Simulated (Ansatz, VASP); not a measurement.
# Two plane-wave programs on Ge6N

```
Ge N
1.0
     0.00000    4.21181    4.21181
     4.21181    0.00000    4.21181
     4.21181    4.21181    0.00000
Ge N
6 1
Direct
  0.61532 0.61532 0.61532
  0.61532 0.61532 0.15405
  0.61532 0.15405 0.61532
  0.15405 0.61532 0.61532
  0.00000 0.00000 0.00000
  0.75000 0.75000 0.75000
  0.25000 0.25000 0.25000
```

Alike in both runs: task relaxation of cell and atoms; functional PBE; k mesh 4 × 4 × 4; occupations gaussian, width 0.1 eV; no spin polarisation.

|  | VASP | Ansatz |
| --- | --- | --- |
| version | VASP 6.6.1 | Ansatz 0.2.0 |
| potentials or method | VASP PAW PBE potentials, release 64 (Ge_d, N), cutoff 600 eV | scalar-relativistic, plane waves, PAW |
| valence electrons in the cell | 89 | 89 |

|  | VASP | Ansatz | Ansatz less VASP |
| --- | --- | --- | --- |
| gap on the k mesh at the Fermi level, each at its own relaxed structure (eV) | none | none | - |
| relaxed volume (Å³/atom) | 26.00 | 25.85 | -0.150 |
| relaxed length of the cell vector where the two differ most in proportion (Å) | 6.361 | 6.349 | -0.0122 |

A gap of «none» marks a metal or a gap that the smearing closes.

Noted on VASP's run: the volume moved by over 15 % at a fixed basis, so the end points are rough.
